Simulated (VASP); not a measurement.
# ZnS (F-43m) in VASP: settings compared

ZnS is run at these levels: LDA, PBE, revPBE; tasks: single point.

Everything below comes from runs of VASP 6.6.1. Logs are shortened: lines on timing, memory, paths and dates and some standing lists are left out, and cuts for length are marked.

**What was measured.**

From “Electronic, vibrational, and thermodynamic properties of ZnS (zincblende and rocksalt structure)”, 2009, arxiv:0911.5022, for a bulk crystal of ZnS at 19 K: band gap 3.85 eV (direct).

How close the calculation comes is told below.

**1. The cell of the first run**

The structure is cubic, space group F-43m (No. 216). The conventional cell has a = 5.440 Å, b = 5.440 Å, c = 5.440 Å, α = 90.00°, β = 90.00°, γ = 90.00°. Zn (site symmetry -43m) has 4 S at 2.36 Å within 3.1 Å. Within 3.1 Å of S (site symmetry -43m) lie 4 Zn at 2.36 Å.

**2. Single point, LDA (volume scaled by 1.02)**

File INCAR:

```
SYSTEM = ZnS
PREC = Accurate
ENCUT = 520
EDIFF = 1E-6
ISMEAR = -1
SIGMA = 0.05
LREAL = .False.
LASPH = .True.
NELM = 100
ALGO = Normal
ISIF = 2
LWAVE = .False.
LCHARG = .False.
GGA = CA
NBANDS = 16
```

File KPOINTS:

```
regular mesh
0
Gamma
  9 9 9
  0 0 0
```

File POSCAR:

```
ZnS
1.0
    0.0000000000      2.7198945612      2.7198945612
    2.7198945612      0.0000000000      2.7198945612
    2.7198945612      2.7198945612      0.0000000000
Zn S
1 1
Direct
    0.7500000000      0.7500000000      0.7500000000
    0.0000000000      0.0000000000      0.0000000000
```

Potentials or basis: VASP PAW LDA potentials, release 64 (Zn, S).

Command:

```bash
> cat potpaw_LDA.64/Zn/POTCAR potpaw_LDA.64/S/POTCAR > POTCAR
> mpirun -np 1 vasp_std > vasp.out
```

OUTCAR:

```text
SYSTEM = ZnS
   PREC = Accurate
   ENCUT = 520
   EDIFF = 1E-6
   ISMEAR = -1
   LREAL = .False.
   LASPH = .True.
   NELM = 100
   ISIF = 2
   GGA = CA

 ion  position               nearest neighbor table
   1  0.750  0.750  0.750-   2 2.36   2 2.36   2 2.36   2 2.36
   2  0.000  0.000  0.000-   1 2.36   1 2.36   1 2.36   1 2.36

  LATTYP: Found a face centered cubic cell.
 ALAT       =     5.4397891224

  Lattice vectors:

 A1 = (   0.0000000000,   2.7198945612,   2.7198945612)
 A2 = (   2.7198945612,   0.0000000000,   2.7198945612)
 A3 = (   2.7198945612,   2.7198945612,   0.0000000000)

Analysis of symmetry for initial positions (statically):
=====================================================================
 Subroutine PRICEL returns:
 Original cell was already a primitive cell.

 Routine SETGRP: Setting up the symmetry group for a
 face centered cubic supercell.

 Subroutine GETGRP returns: Found 24 space group operations
 (whereof 24 operations were pure point group operations)
 out of a pool of 48 trial point group operations.

The static configuration has the point symmetry T_d .

Analysis of symmetry for dynamics (positions and initial velocities):
=====================================================================
 Subroutine PRICEL returns:
 Original cell was already a primitive cell.

 Routine SETGRP: Setting up the symmetry group for a
 face centered cubic supercell.

 Subroutine GETGRP returns: Found 24 space group operations
 (whereof 24 operations were pure point group operations)
 out of a pool of 48 trial point group operations.

The dynamic configuration has the point symmetry T_d .

 Subroutine INISYM returns: Found 24 space group operations
 (whereof 24 operations are pure point group operations),
 and found     1 'primitive' translations

----------------------------------------------------------------------------------------

                                     Primitive cell

  volume of cell :      40.2426

  direct lattice vectors                    reciprocal lattice vectors
     0.000000000  2.719894561  2.719894561    -0.183830655  0.183830655  0.183830655
     2.719894561  0.000000000  2.719894561     0.183830655 -0.183830655  0.183830655
     2.719894561  2.719894561  0.000000000     0.183830655  0.183830655 -0.183830655
[... 74 lines left out ...]
 SYSTEM =  ZnS
   PREC   = accura    normal or accurate (medium, high low for compatibility)
   ISTART =      0    job   : 0-new  1-cont  2-samecut
   ICHARG =      2    charge: 1-file 2-atom 10-const
   ISPIN  =      1    spin polarized calculation?
   LNONCOLLINEAR =      F non collinear calculations
   LSORBIT =      F    spin-orbit coupling
   LASPH  =      T    aspherical Exc in radial PAW
   ENCUT  =  520.0 eV  38.22 Ry    6.18 a.u.   7.15  7.15  7.15*2*pi/ulx,y,z
   NELM   =    100;   NELMIN=  2; NELMDL= -5     # of ELM steps
   EDIFF  = 0.1E-05   stopping-criterion for ELM
   LREAL  =      F    real-space projection
   EDIFFG = 0.1E-04   stopping-criterion for IOM
   NSW    =      0    number of steps for IOM
   IBRION =     -1    ionic relax: 0-MD 1-quasi-New 2-CG
   NFREE  =      0    steps in history (QN), initial steepest desc. (CG)
   ISIF   =      2    stress and relaxation
   ISYM   =      2    0-nonsym 1-usesym 2-fastsym
   POTIM  = 0.5000    time-step for ionic-motion
   TEBEG  =    0.0;   TEEND  =   0.0 temperature during run
   PSTRESS=    0.0 pullay stress
   NELECT =      18.0000    total number of electrons
   NUPDOWN=      -1.0000    fix difference up-down
   EMIN   =  10.00;   EMAX   =-10.00  energy-range for DOS
   EFERMI =   0.00;   METHOD = LEGACY
   ISMEAR =    -1;   SIGMA  =   0.05  broadening in eV -4-tet -1-fermi 0-gaus
   EFERMI_NEDOS =   21; number of points for ismear=-14 and -15
   IALGO  =     38    algorithm
   IMIX   =      4    mixing-type and parameters
     AMIX     =   0.40;   BMIX     =  1.00
     AMIX_MAG =   1.60;   BMIX_MAG =  1.00
  volume/ion in A,a.u.               =      20.12       135.79
  Fermi-wavevector in a.u.,A,eV,Ry     =   1.251998  2.365933 21.327115  1.567499
  Thomas-Fermi vector in A             =   2.385919
   LORBIT       =      0    0 simple, 1 ext, 2 COOP (PROOUT), +10 PAW based schemes
   GGA     = CA    functional components
   LHFCALC =     F    Hartree Fock is set to
   AEXX    =    0.0000 exact exchange contribution
   IVDW    =     0    specifies the selected vdW correction
   LEPSILON=     F    determine dielectric tensor
   LRPA    =     F    only Hartree local field effects (RPA)
 non-spin polarized calculation
  energy-cutoff  :      520.00
  volume of cell :       40.24
 maximum number of plane-waves:      1094
 NGX is ok and might be reduce to    30
   NGX = 15   NGY = 15   NGZ = 15

 number of electron      18.0000009 magnetization

 Free energy of the ion-electron system (eV)
  ---------------------------------------------------
  ext. energy  EPLUGINS =         0.00000000
  ---------------------------------------------------
  free energy    TOTEN  =        -8.15262481 eV

  energy without entropy =       -8.15262481  energy(sigma->0) =       -8.15262481

 E-fermi :   2.6602     XC(G=0):  -9.9490

 val. band max:        1.7403464364   @ k =   0.0000   0.0000   0.0000
 cond. band min:       3.5421233249   @ k =   0.0000   0.0000   0.0000
 fundamental gap:      1.8017768885
 Fermi energy:         2.6602377155

 k-point     1 :       0.0000    0.0000    0.0000
  band No.  band energies     occupation
      1     -11.2322      2.00000
      2      -4.6794      2.00000
      3      -4.6794      2.00000
      4      -4.6794      2.00000
      5      -4.2205      2.00000
      6      -4.2205      2.00000
[... 433 lines left out ...]
      3      -4.3730      2.00000
      4      -4.3730      2.00000
      5      -4.1518      2.00000
      6      -4.0613      2.00000
[... 8 lines left out ...]
     15      15.3693      0.00000
     16      16.6080      0.00000

 [... further k-points ...]
[... 5 lines left out ...]
  --------------------------------------------------------------------------------------
  -------------------------------------------------------------------------------------
  Total       -1.4067963     -1.4067963     -1.4067963      0.0000000      0.0000000      0.0000000
  in kB      -56.0087155    -56.0087155    -56.0087155      0.0000000      0.0000000      0.0000000
  external PRESSURE =     -56.0087155 kB  Pullay stress =       0.0000000 kB

 VOLUME and BASIS-vectors are now :
 -----------------------------------------------------------------------------
  energy-cutoff  :      520.00
  volume of cell :       40.24
      direct lattice vectors                 reciprocal lattice vectors
     0.000000000  2.719894561  2.719894561    -0.183830655  0.183830655  0.183830655
     2.719894561  0.000000000  2.719894561     0.183830655 -0.183830655  0.183830655
     2.719894561  2.719894561  0.000000000     0.183830655  0.183830655 -0.183830655

 POSITION                                       TOTAL-FORCE (eV/Angst)
 -----------------------------------------------------------------------------------
      4.07984      4.07984      4.07984         0.000000      0.000000      0.000000
      0.00000      0.00000      0.00000        -0.000000     -0.000000     -0.000000
 -----------------------------------------------------------------------------------
    total drift:                               -0.000000     -0.000000     -0.000001

  FREE ENERGIE OF THE ION-ELECTRON SYSTEM (eV)
  ---------------------------------------------------
  free  energy   TOTEN  =        -8.1526248095 eV

  energy  without entropy=       -8.1526248093  energy(sigma->0) =       -8.15262481
```

Wall time 8.9 s (1 thread of Intel Xeon 6975P-C (Granite Rapids), shared host); peak memory 0.15 GiB.

What came out:

```
Free energy            : -8.1526 eV
Pressure               : -5.6 GPa
Band gap on the k mesh : 1.80 eV, direct
```

**3. Single point, LDA (volume scaled by 1.04)**

File INCAR:

```
PREC     = Accurate       # precision mode
ENCUT    = 520            # plane-wave cutoff, eV
EDIFF    = 1E-6           # SCF threshold, eV
ISMEAR   = -1             # smearing method
SIGMA    = 0.05           # smearing width, eV
LREAL    = F              # projectors in reciprocal space
LASPH    = T              # aspherical terms in the spheres
NELM     = 60             # most SCF steps
ALGO     = Normal         # electronic algorithm
ISIF     = 2              # what is computed and relaxed
LWAVE    = F              # write WAVECAR
LCHARG   = T              # write CHGCAR
LELF     = T              # ELF
LVHAR    = T            
NBANDS   = 16             # bands
```

File KPOINTS:

```
regular mesh
0
Gamma
  9 9 9
```

File POSCAR:

```
ZnS
1.0
    0.0000000000      2.7375567091      2.7375567091
    2.7375567091      0.0000000000      2.7375567091
    2.7375567091      2.7375567091      0.0000000000
Zn S
1 1
Direct
    0.7500000000      0.7500000000      0.7500000000
    0.0000000000      0.0000000000      0.0000000000
```

Potentials or basis: VASP PAW LDA potentials, release 64 (Zn, S).

Command:

```bash
> cat potpaw_LDA.64/Zn/POTCAR potpaw_LDA.64/S/POTCAR > POTCAR
> mpirun -np 1 vasp_std > vasp.out
```

Wall time 9.4 s (1 thread of Intel Xeon 6975P-C (Granite Rapids), shared host); peak memory 0.15 GiB.

It converged, with:

```yaml
Free_energy: -8.1224 eV
Pressure: -6.7 GPa
Band_gap_on_the_k_mesh: 1.72 eV, direct
```

Levels at points of the mesh, in eV from the valence-band top:
```
           k point  band 6  band 7  band 8  band 9  band 10  band 11  band 12  band 13
(0.00, 0.00, 0.00)   -5.91    0.00    0.00    0.00     1.72     6.27     6.27     6.27
```

**4. Single point, PBE**

File INCAR:

```
ALGO = Normal
EDIFF = 1E-6
ENCUT = 520
GGA = PE
ISIF = 2
ISMEAR = -1
LASPH = T
LCHARG = F
LREAL = F
LWAVE = F
NBANDS = 16
NELM = 80
PREC = Accurate
SIGMA = 0.05
```

File KPOINTS:

```
k-points
0
Gamma
  9 9 9
```

File POSCAR:

```
ZnS
1.0
    0.0000000000      2.7214802289      2.7214802289
    2.7214802289      0.0000000000      2.7214802289
    2.7214802289      2.7214802289      0.0000000000
Zn S
1 1
Direct
    0.7500000000      0.7500000000      0.7500000000
    0.0000000000      0.0000000000      0.0000000000
```

Potentials or basis: VASP PAW PBE potentials, release 64 (Zn, S).

Command:

```bash
> cat potpaw_PBE.64/Zn/POTCAR potpaw_PBE.64/S/POTCAR > POTCAR
> mpirun -np 1 vasp_std > vasp.out
```

Wall time 11 s (1 thread of Intel Xeon 6975P-C (Granite Rapids), shared host); peak memory 0.17 GiB.

The run converged. Its results:

| Quantity | Value |
| --- | --- |
| Free energy | -6.8525 eV |
| Pressure | 0.2 GPa |
| Band gap on the k mesh | 2.02 eV, direct |

Levels at points of the mesh, in eV from the valence-band top:
| k point | band 5 | band 6 | band 7 | band 8 | band 9 | band 10 | band 11 | band 12 | band 13 | band 14 |
| --- | --- | --- | --- | --- | --- | --- | --- | --- | --- | --- |
| (0.00, 0.00, 0.00) | -5.78 | -5.78 | 0.00 | 0.00 | 0.00 | 2.02 | 6.41 | 6.41 | 6.41 | 11.74 |

[end of part 1 of 2]
